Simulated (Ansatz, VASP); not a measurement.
TiPbO3: VASP beside Ansatz

```
Ti Pb O
1.0
     3.94067    0.00000    0.00000
     0.00000    3.94067    0.00000
     0.00000    0.00000    3.94067
Ti Pb O
1 1 3
Direct
  0.50000 0.50000 0.50000
  0.00000 0.00000 0.00000
  0.00000 0.50000 0.50000
  0.50000 0.00000 0.50000
  0.50000 0.50000 0.00000
```

Alike in both runs: functional PBE; dispersion D3(BJ); k mesh 6 × 6 × 6; no spin polarisation.

Ansatz relaxed the structure, and its values are those at the end. VASP's run is a single point on that final structure, the one shown.

```csv
,VASP,Ansatz
version,VASP 6.6.1,Ansatz 0.2.0
potentials or method,"VASP PAW PBE potentials, release 64 (Ti_sv, Pb_d, O), cutoff 600 eV","plane waves, PAW"
occupations,"gaussian, width 0.01 eV",fixed
valence electrons in the cell,44,44
```

```csv
,VASP,Ansatz,Ansatz less VASP
pressure (GPa),0.1,0.0,-0.13
```

Neither program's run includes spin-orbit coupling.
